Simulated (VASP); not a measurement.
Here is a VASP 6.6.1 calculation.

Contents of INCAR:

```
SYSTEM = PbO2
  PREC = Accurate
  ENCUT = 520
  EDIFF = 1E-6
  ISMEAR = 0
  SIGMA = 0.011
  LREAL = .FALSE.
  LASPH = .TRUE.
  NELM = 80
  ALGO = Normal
  ISIF = 2
  LWAVE = .FALSE.
  LCHARG = .FALSE.
  GGA = PE
  NBANDS = 20
```

Contents of KPOINTS:

```
regular mesh
0
G
  9 9 9
  0 0 0
```

File POSCAR:

```
PbO2
1.0
    0.0000000000      2.7019920000      2.7019920000
    2.7019920000      0.0000000000      2.7019920000
    2.7019920000      2.7019920000      0.0000000000
Pb O
1 2
Direct
    0.0000000000      0.0000000000      0.0000000000
    0.7500000000      0.7500000000      0.7500000000
    0.2500000000      0.2500000000      0.2500000000
```

Potentials or basis: VASP PAW PBE potentials, release 64 (Pb_d, O).

Launch:

```bash
$ cat potpaw_PBE.64/Pb_d/POTCAR potpaw_PBE.64/O/POTCAR > POTCAR
$ mpirun -np 1 vasp_std > vasp.out
```

Problem. What does it give for the pressure?

Solution. 0.6 GPa.

Problem. Predict the band gap on the k mesh.

Solution. Zero (band 13 reaches 5.58 eV, above the bottom of band 14 at 4.43 eV).

Caveat: spin-orbit coupling is left out, which moves the levels of the heavy elements.
